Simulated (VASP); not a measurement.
# Ge (P6_3/mmc) in VASP: a series of runs

The runs below take Ge through single point, with r2SCAN.

All numbers are computed with VASP 6.6.1; they aren't measurements. Logs are shortened: lines on timing, memory, paths and dates and some standing lists are left out, and cuts for length are marked.

### Step 1. The cell of the first run

It takes space group P6_3/mmc (No. 194, hexagonal). Conventional cell: a = 3.860 Å, b = 3.860 Å, c = 6.372 Å, α = 90.00°, β = 90.00°, γ = 120.00°. Within 3.1 Å of Ge (site symmetry 3m) lie 4 Ge at 2.37 to 2.38 Å.

### Step 2. Single point, r2SCAN

File POSCAR:

```
Ge
1.0
    3.8596268470      0.0000000000      0.0000000000
   -1.9298134235      3.3425348699      0.0000000000
    0.0000000000      0.0000000000      6.3716294040
Ge
4
Direct
    0.6666666667      0.3333333333      0.0629010000
    0.3333333333      0.6666666667      0.5629010000
    0.6666666667      0.3333333333      0.4370990000
    0.3333333333      0.6666666667      0.9370990000
```

File INCAR.step1:

```
PREC = Accurate ; ENCUT = 520
ISMEAR = 1 ; SIGMA = 0.15
LREAL = F ; LASPH = T
NELM = 100 ; NBANDS = 36
GGA = PE ; ALGO = Normal
EDIFF = 1E-4 ; LWAVE = T
LCHARG = F
```

File INCAR.step2:

```
PREC = Accurate ; ENCUT = 520
EDIFF = 1E-6 ; ISMEAR = 1
SIGMA = 0.15 ; LREAL = F
LASPH = T ; NELM = 100
ALGO = Normal ; ISIF = 2
LWAVE = F ; LCHARG = F
METAGGA = R2SCAN ; LMIXTAU = T
NBANDS = 36 ; ISTART = 1
```

File KPOINTS:

```
Automatic mesh
0
Gamma
  7 7 4
```

Potentials or basis: VASP PAW PBE potentials, release 64 (Ge_d).

The run is started by

```console
$ cat potpaw_PBE.64/Ge_d/POTCAR > POTCAR
$ cp INCAR.step1 INCAR
$ mpirun -np 1 vasp_std > vasp.out
$ cp INCAR.step2 INCAR
$ mpirun -np 1 vasp_std > vasp.out
```

OUTCAR:

```text
PREC = Accurate
   ENCUT = 520
   EDIFF = 1E-6
   ISMEAR = 1
   LREAL = F
   LASPH = T
   NELM = 100
   ISIF = 2
   METAGGA = R2SCAN
   ISTART = 1

 ion  position               nearest neighbor table
   1  0.667  0.333  0.063-   4 2.37   4 2.37   4 2.37   3 2.38
   2  0.333  0.667  0.563-   3 2.37   3 2.37   3 2.37   4 2.38
   3  0.667  0.333  0.437-   2 2.37   2 2.37   2 2.37   1 2.38
   4  0.333  0.667  0.937-   1 2.37   1 2.37   1 2.37   2 2.38

  LATTYP: Found a hexagonal cell.
 ALAT       =     3.8596268470
 C/A-ratio  =     1.6508407824

  Lattice vectors:

 A1 = (   3.8596268470,   0.0000000000,   0.0000000000)
 A2 = (  -1.9298134235,   3.3425348699,   0.0000000000)
 A3 = (   0.0000000000,   0.0000000000,   6.3716294040)

Analysis of symmetry for initial positions (statically):
=====================================================================
 Subroutine PRICEL returns:
 Original cell was already a primitive cell.

 Routine SETGRP: Setting up the symmetry group for a
 hexagonal supercell.

 Subroutine GETGRP returns: Found 24 space group operations
 (whereof 12 operations were pure point group operations)
 out of a pool of 24 trial point group operations.

The static configuration has the point symmetry D_3d.
 The point group associated with its full space group is D_6h.

Analysis of symmetry for dynamics (positions and initial velocities):
=====================================================================
 Subroutine PRICEL returns:
 Original cell was already a primitive cell.

 Routine SETGRP: Setting up the symmetry group for a
 hexagonal supercell.

 Subroutine GETGRP returns: Found 24 space group operations
 (whereof 12 operations were pure point group operations)
 out of a pool of 24 trial point group operations.

The dynamic configuration has the point symmetry D_3d.
 The point group associated with its full space group is D_6h.

 Subroutine INISYM returns: Found 24 space group operations
 (whereof 12 operations are pure point group operations),
 and found     1 'primitive' translations

----------------------------------------------------------------------------------------

                                     Primitive cell

  volume of cell :      82.2000

  direct lattice vectors                    reciprocal lattice vectors
     3.859626847  0.000000000  0.000000000     0.259092404  0.149587071  0.000000000
    -1.929813423  3.342534870  0.000000000     0.000000000  0.299174141  0.000000000
     0.000000000  0.000000000  6.371629404     0.000000000  0.000000000  0.156945726

  length of vectors
     3.859626847  3.859626822  6.371629404     0.299174140  0.299174141  0.156945726

  position of ions in fractional coordinates (direct lattice)
     0.666666667  0.333333333  0.062901000
     0.333333333  0.666666667  0.562901000
     0.666666667  0.333333333  0.437099000
     0.333333333  0.666666667  0.937099000

  ion indices of the primitive-cell ions
   primitive index   ion index
                 1           1
                 2           2
                 3           3
                 4           4

----------------------------------------------------------------------------------------

 KPOINTS: Automatic mesh

Automatic generation of k-mesh.
 Grid dimensions read from file:
 generate k-points for:    7    7    4

 Generating k-lattice:

  Cartesian coordinates                     Fractional coordinates (reciprocal lattice)
     0.037013201  0.021369582  0.000000000     0.142857143  0.000000000  0.000000000
     0.000000000  0.042739163  0.000000000     0.000000000  0.142857143  0.000000000
     0.000000000  0.000000000  0.039236431     0.000000000  0.000000000  0.250000000

  Length of vectors
     0.042739163  0.042739163  0.039236431

  Shift w.r.t. Gamma in fractional coordinates (k-lattice)
     0.000000000  0.000000000  0.000000000

 Subroutine IBZKPT returns following result:
 ===========================================

 Found     24 irreducible k-points:

 Following reciprocal coordinates:
            Coordinates               Weight
  0.000000  0.000000  0.000000      1.000000
  0.142857  0.000000  0.000000      6.000000
  0.285714  0.000000  0.000000      6.000000
  0.428571  0.000000  0.000000      6.000000
  0.142857  0.142857  0.000000      6.000000
  0.285714  0.142857  0.000000     12.000000
[... 16 lines left out ...]
  0.428571  0.142857  0.500000      6.000000
  0.285714  0.285714  0.500000      6.000000
   k-points           NKPTS =     24   k-points in BZ     NKDIM =     24   number of bands    NBANDS=     36
   number of dos      NEDOS =    301   number of ions     NIONS =      4
   total plane-waves  NPLWV =  43200
   dimension x,y,z NGX =    30 NGY =   30 NGZ =   48
   dimension x,y,z NGXF=    60 NGYF=   60 NGZF=   96
   ions per type =               4
   NGX,Y,Z   is equivalent  to a cutoff of  12.92, 12.92, 12.52 a.u.
   NGXF,Y,Z  is equivalent  to a cutoff of  25.84, 25.84, 25.05 a.u.
 SYSTEM =  unknown system
   PREC   = accura    normal or accurate (medium, high low for compatibility)
   ISTART =      1    job   : 0-new  1-cont  2-samecut
   ICHARG =      0    charge: 1-file 2-atom 10-const
   ISPIN  =      1    spin polarized calculation?
   LNONCOLLINEAR =      F non collinear calculations
   LSORBIT =      F    spin-orbit coupling
   LASPH  =      T    aspherical Exc in radial PAW
   ENCUT  =  520.0 eV  38.22 Ry    6.18 a.u.   7.18  7.18 11.85*2*pi/ulx,y,z
   NELM   =    100;   NELMIN=  2; NELMDL=  0     # of ELM steps
   EDIFF  = 0.1E-05   stopping-criterion for ELM
   LREAL  =      F    real-space projection
   EDIFFG = 0.1E-04   stopping-criterion for IOM
   NSW    =      0    number of steps for IOM
   IBRION =     -1    ionic relax: 0-MD 1-quasi-New 2-CG
   NFREE  =      0    steps in history (QN), initial steepest desc. (CG)
   ISIF   =      2    stress and relaxation
   ISYM   =      2    0-nonsym 1-usesym 2-fastsym
   POTIM  = 0.5000    time-step for ionic-motion
   TEBEG  =    0.0;   TEEND  =   0.0 temperature during run
   PSTRESS=    0.0 pullay stress
   NELECT =      56.0000    total number of electrons
   NUPDOWN=      -1.0000    fix difference up-down
   EMIN   =  10.00;   EMAX   =-10.00  energy-range for DOS
   EFERMI =   0.00;   METHOD = LEGACY
   ISMEAR =     1;   SIGMA  =   0.15  broadening in eV -4-tet -1-fermi 0-gaus
   EFERMI_NEDOS =   21; number of points for ismear=-14 and -15
   IALGO  =     38    algorithm
   IMIX   =      4    mixing-type and parameters
     AMIX     =   0.40;   BMIX     =  1.00
     AMIX_MAG =   1.60;   BMIX_MAG =  1.00
  volume/ion in A,a.u.               =      20.55       138.68
  Fermi-wavevector in a.u.,A,eV,Ry     =   1.440501  2.722152 28.232678  2.075043
  Thomas-Fermi vector in A             =   2.559238
   LORBIT       =      0    0 simple, 1 ext, 2 COOP (PROOUT), +10 PAW based schemes
   METAGGA = R2SCAN    functional components
   LHFCALC =     F    Hartree Fock is set to
   AEXX    =    0.0000 exact exchange contribution
   IVDW    =     0    specifies the selected vdW correction
   LEPSILON=     F    determine dielectric tensor
   LRPA    =     F    only Hartree local field effects (RPA)
 non-spin polarized calculation
 Methfessel and Paxton  Order N= 1 SIGMA  =   0.15
  energy-cutoff  :      520.00
  volume of cell :       82.20
 maximum number of plane-waves:      2237
 NGX is ok and might be reduce to    30
   NGX = 15   NGY = 15   NGZ = 23

 number of electron      55.9999963 magnetization

 Free energy of the ion-electron system (eV)
  ---------------------------------------------------
  ext. energy  EPLUGINS =         0.00000000
  ---------------------------------------------------
  free energy    TOTEN  =       -55.14948742 eV

  energy without entropy =      -55.14976134  energy(sigma->0) =      -55.14957872

 E-fermi :   6.1657     XC(G=0): -11.3299

 val. band max:        6.0216325698   @ k =   0.0000   0.0000   0.0000
 cond. band min:       6.3724616162   @ k =   0.0000   0.0000   0.0000
 fundamental gap:      0.3508290464
 Fermi energy:         6.1656707254

 k-point     1 :       0.0000    0.0000    0.0000
  band No.  band energies     occupation
      1     -19.9062      2.00000
      2     -19.9062      2.00000
      3     -19.8558      2.00000
      4     -19.8528      2.00000
      5     -19.8528      2.00000
      6     -19.8398      2.00000
[... 28 lines left out ...]
     35      10.8969      0.00000
     36      12.7759      0.00000

 k-point     2 :       0.1429    0.0000    0.0000
  band No.  band energies     occupation
      1     -19.9210      2.00000
      2     -19.9112      2.00000
      3     -19.8710      2.00000
      4     -19.8615      2.00000
      5     -19.8529      2.00000
      6     -19.8229      2.00000
[... 28 lines left out ...]
     35      11.9058      0.00000
     36      12.2468      0.00000

 k-point     3 :       0.2857    0.0000    0.0000
  band No.  band energies     occupation
      1     -19.9328      2.00000
      2     -19.9167      2.00000
      3     -19.8922      2.00000
      4     -19.8738      2.00000
      5     -19.8446      2.00000
      6     -19.8072      2.00000
[... 28 lines left out ...]
     35      13.5332      0.00000
     36      14.0684      0.00000

 k-point     4 :       0.4286    0.0000    0.0000
  band No.  band energies     occupation
      1     -19.9286      2.00000
      2     -19.9175      2.00000
      3     -19.9108      2.00000
      4     -19.8799      2.00000
      5     -19.8259      2.00000
      6     -19.8015      2.00000
[... 28 lines left out ...]
     35      13.8621      0.00000
     36      15.1143      0.00000

 k-point     5 :       0.1429    0.1429    0.0000
  band No.  band energies     occupation
      1     -19.9293      2.00000
      2     -19.9219      2.00000
      3     -19.8835      2.00000
      4     -19.8768      2.00000
      5     -19.8417      2.00000
      6     -19.8132      2.00000
[... 655 lines left out ...]
 k-point    22 :       0.2857    0.1429    0.5000
  band No.  band energies     occupation
      1     -19.9113      2.00000
      2     -19.9113      2.00000
      3     -19.8956      2.00000
      4     -19.8956      2.00000
      5     -19.8251      2.00000
      6     -19.8251      2.00000
[... 28 lines left out ...]
     35      12.9194      0.00000
     36      12.9194      0.00000

 k-point    23 :       0.4286    0.1429    0.5000
  band No.  band energies     occupation
      1     -19.9141      2.00000
      2     -19.9141      2.00000
      3     -19.8954      2.00000
      4     -19.8954      2.00000
      5     -19.8173      2.00000
      6     -19.8173      2.00000
[... 28 lines left out ...]
     35      15.0941      0.00000
     36      15.0941      0.00000

 k-point    24 :       0.2857    0.2857    0.5000
  band No.  band energies     occupation
      1     -19.9239      2.00000
      2     -19.9239      2.00000
      3     -19.8956      2.00000
      4     -19.8956      2.00000
      5     -19.8129      2.00000
      6     -19.8129      2.00000
[... 28 lines left out ...]
     35      12.7310      0.00000
     36      12.7310      0.00000

------------------------ aborting loop because EDIFF is reached ----------------------------------------

  FORCE on cell =-STRESS in cart. coord.  units (eV):
  Direction    XX          YY          ZZ          XY          YZ          ZX
  --------------------------------------------------------------------------------------
  -------------------------------------------------------------------------------------
  Total        4.9407769      4.9407768      4.9640784      0.0000000     -0.0000000      0.0000000
  in kB       96.3017220     96.3017204     96.7558957      0.0000000     -0.0000000      0.0000000
  external PRESSURE =      96.4531127 kB  Pullay stress =       0.0000000 kB

 VOLUME and BASIS-vectors are now :
 -----------------------------------------------------------------------------
  energy-cutoff  :      520.00
  volume of cell :       82.20
      direct lattice vectors                 reciprocal lattice vectors
     3.859626847  0.000000000  0.000000000     0.259092404  0.149587071  0.000000000
    -1.929813423  3.342534870  0.000000000     0.000000000  0.299174141  0.000000000
     0.000000000  0.000000000  6.371629404     0.000000000  0.000000000  0.156945726

 POSITION                                       TOTAL-FORCE (eV/Angst)
 -----------------------------------------------------------------------------------
      1.92981      1.11418      0.40078        -0.000000     -0.000000      0.056865
     -0.00000      2.22836      3.58660         0.000000     -0.000000      0.056865
      1.92981      1.11418      2.78503        -0.000000     -0.000000     -0.056865
     -0.00000      2.22836      5.97085         0.000000      0.000000     -0.056865
 -----------------------------------------------------------------------------------
    total drift:                                0.000000     -0.000000      0.000000

  FREE ENERGIE OF THE ION-ELECTRON SYSTEM (eV)
  ---------------------------------------------------
  free  energy   TOTEN  =       -55.1494874151 eV

  energy  without entropy=      -55.1497613397  energy(sigma->0) =      -55.14957872
```

Run time: 2.1 min. Hardware: 1 thread of Intel Xeon 6975P-C (Granite Rapids), shared host; peak memory 0.22 GiB.

Results:

| Property | Result |
| --- | --- |
| Free energy | -55.1495 eV |
| Pressure | 9.6 GPa |
| Largest force | 0.057 eV/Å |
| Band gap on the k mesh | 0.35 eV, direct |

Forces on the atoms (eV/Å):
```
Ge   0.000  0.000  0.057
Ge   0.000  0.000  0.057
Ge   0.000  0.000 -0.057
Ge   0.000  0.000 -0.057
```

Caveat: the PAW data sets were made with another functional, which shifts forces and pressure a little. A k mesh can miss the band edges.

(Continued in part 2 of 3.)
